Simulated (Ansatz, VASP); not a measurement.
**PbSe in VASP and in Ansatz**

File INCAR:

```
SYSTEM = PbSe
ALGO = Normal
EDIFF = 1E-7
ENCUT = 520
GGA = PE
ISIF = 2
ISMEAR = 0
LASPH = .TRUE.
LCHARG = .FALSE.
LREAL = .FALSE.
LWAVE = .FALSE.
NBANDS = 17
NELM = 80
PREC = Accurate
SIGMA = 0.01
```

The input KPOINTS:

```
k-points
0
G
  6 6 6
  0 0 0
```

The input POSCAR:

```
PbSe
1.0
    0.0000000000      3.4139492389      3.4139492389
    3.4139492389      0.0000000000      3.4139492389
    3.4139492389      3.4139492389      0.0000000000
Pb Se
1 1
Direct
    0.0000000000      0.0000000000      0.0000000000
    0.2500000000      0.2500000000      0.2500000000
```

Input for Ansatz:

```yaml
crystal:
  lattice:
    - [0.0, 3.4139492389, 3.4139492389]
    - [3.4139492389, 0.0, 3.4139492389]
    - [3.4139492389, 3.4139492389, 0.0]
  atoms:
    - { symbol: Pb, position: [0.0, 0.0, 0.0] }
    - { symbol: Se, position: [0.25, 0.25, 0.25] }
kpoints:
  mp_grid: { grid: [6, 6, 6] }
hamiltonian:
  xc: pbe
scf:
  occupations: { method: fixed }
  n_extra_bands: 4
output:
  forces: true
  stress: true
  eigenvalues: true
```

Alike in both runs: task single point; functional PBE; k mesh 6 × 6 × 6; no spin polarisation.

```csv
,VASP,Ansatz
version,VASP 6.6.1,Ansatz 0.2.0
potentials or method,"VASP PAW PBE potentials, release 64 (Pb_d, Se)","plane waves, PAW"
plane-wave cutoff (eV),520,420
occupations,"gaussian, width 0.01 eV",fixed
valence electrons in the cell,20,30
```

|  | VASP | Ansatz | Ansatz less VASP |
| --- | --- | --- | --- |
| gap on the k mesh at the Fermi level (eV) | 0.73 | 0.73 | -0.001 |
| pressure (GPa) | 1.0 | 1.0 | +0.01 |

VASP's potentials hold 20 valence electrons a cell and Ansatz's 30, so a difference there can come from the potentials and not from the codes.

Spin-orbit coupling is off throughout.
